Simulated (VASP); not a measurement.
P, 4 atoms in the cell. The cell holds a slab with vacuum, 4 atoms: a = 3.305 Å, b = 35.088 Å, c = 4.663 Å, α = 90.00°, β = 90.00°, γ = 90.00°. 

| Item | Value |
| --- | --- |
| Program | VASP 6.6.1 |
| Task | single point |
| Functional | PBEsol |
| Potentials or basis | VASP PAW PBE potentials, release 64 (P) |
| Cutoff | 520 eV |
| k mesh | 8 × 1 × 6 |
| Occupations | fermi-dirac, width 0.05 eV |
| Spin | no spin polarisation |
| Dipole correction | no |
| Further INCAR settings | ALGO = Normal; EDIFF = 1e-06; NBANDS = 18 |

Potentials or basis: VASP PAW PBE potentials, release 64 (P).

Launch:

```console
$ cat potpaw_PBE.64/P/POTCAR > POTCAR
$ mpirun -np 1 vasp_std > vasp.out
```

Hardware: 1 thread of Intel(R) Xeon(R) Platinum 8488C (Sapphire Rapids), on a shared host.

Question: How long does it take, and how much memory?

Answer: It took 3.6 min on 1 thread of Intel(R) Xeon(R) Platinum 8488C (Sapphire Rapids) (shared host), peak memory 0.63 GiB. Counts: scf iterations 21, k points 20.
